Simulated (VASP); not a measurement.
Runs of VASP 6.6.1 on Sc5Mo. The structure is that of space group F-43m (No. 216), or close to it. The cells are those of the table. 

```tsv
task	spin	cell	cutoff (eV)	gap on the mesh (eV)	pressure (GPa)	largest force (eV/Å)
single point	off	a = 5.741 Å, angles 60.0°, 6 atoms	520	none	0.3	-
single point	collinear, ferromagnetic start	a = 5.741 Å, angles 60.0°, 6 atoms	520	none	0.3	0.13
single point	off	a = 5.275 Å, angles 60.0°, 6 atoms	520	none	(a)	0.61
relaxation of cell and atoms	off	relaxed from a = 5.275 Å, angles 60.0°, 6 atoms	600	none	-0.1	-
```

Alike in all rows: level PBE; potentials or basis VASP PAW PBE potentials, release 64 (Sc_sv, Mo_sv); k mesh 4 × 4 × 4; smearing gaussian 0.1 eV.

Question: Estimate the missing entries.

Answer: (a) 24.7.

Caveats: some runs use coarse meshes.

A k mesh can miss the band edges, and the runs leave out spin-orbit coupling on Mo.

A gap of «none» marks levels without a gap at the run's occupations.
